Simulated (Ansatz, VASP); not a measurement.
**LiCl: VASP beside Ansatz**

The input POSCAR:

```
LiCl
1.0
    0.0639531955      2.7437014098      2.7437014098
    2.7437014098      0.0639531955      2.7437014098
    2.7437014098      2.7437014098      0.0639531955
Li Cl
1 1
Direct
    0.0023726868      0.0023726868      0.0023726868
    0.2476273132      0.2476273132      0.2476273132
```

The input INCAR.step1:

```
SYSTEM = LiCl
  ALGO = Normal
  EDIFF = 1E-5
  ENCUT = 520
  GGA = PE
  ISIF = 2
  ISMEAR = 0
  LASPH = .TRUE.
  LCHARG = .FALSE.
  LREAL = .FALSE.
  LWAVE = .TRUE.
  NBANDS = 12
  NELM = 80
  PREC = Accurate
  SIGMA = 0.01
```

File INCAR.step2:

```
SYSTEM = LiCl
  ALGO = Normal
  EDIFF = 1E-7
  ENCUT = 520
  GGA = PE
  HFSCREEN = 0.2079
  ISIF = 2
  ISMEAR = 0
  ISTART = 1
  LASPH = .TRUE.
  LCHARG = .FALSE.
  LHFCALC = .TRUE.
  LREAL = .FALSE.
  LWAVE = .FALSE.
  NBANDS = 12
  NELM = 80
  PREC = Accurate
  PRECFOCK = Normal
  SIGMA = 0.01
```

Contents of KPOINTS:

```
k-points
0
G
  6 6 6
  0 0 0
```

Input for Ansatz:

```yaml
crystal:
  lattice:
    - [0.0639531955, 2.7437014098, 2.7437014098]
    - [2.7437014098, 0.0639531955, 2.7437014098]
    - [2.7437014098, 2.7437014098, 0.0639531955]
  atoms:
    - { symbol: Li, position: [0.0023726868, 0.0023726868, 0.0023726868] }
    - { symbol: Cl, position: [0.2476273132, 0.2476273132, 0.2476273132] }
kpoints:
  mp_grid: { grid: [6, 6, 6] }
  band_path:
    path:
      - [0.0, 0.0, 0.0]
      - [-0.5, -0.5, 0.0]
      - [-0.375, -0.375, 0.25]
      - [-0.375, 0.0, 0.375]
      - [0.0, 0.0, 0.5]
      - [-0.5, -0.25, 0.25]
    npoints: 1
hamiltonian:
  xc: hse06
scf:
  occupations: { method: fixed }
  n_extra_bands: 4
output:
  forces: true
  stress: true
  eigenvalues: true
```

Change from the starting cell: epitaxial_111 strain -1.9%.

Alike in both runs: task single point; functional HSE06; k mesh 6 × 6 × 6; no spin polarisation.

```csv
,VASP,Ansatz
version,VASP 6.6.1,Ansatz 0.2.0
potentials or method,"VASP PAW PBE potentials, release 64 (Li_sv, Cl)","plane waves, PAW"
plane-wave cutoff (eV),520,420
occupations,"gaussian, width 0.01 eV",fixed
valence electrons in the cell,10,10
```

```csv
,VASP,Ansatz,Ansatz less VASP
gap on the k mesh at the Fermi level (eV),7.41,7.41,0.000
rms of the force components (eV/Å),0.005,0.005,+0.0004
```

Atom by atom the forces differ by 0.000 eV/Å (rms over components). Ansatz's warnings: stress exchange threshold loose, stress scf threshold loose.

Noted on VASP's run: the cutoff is short for stress, so the pressure is rough.
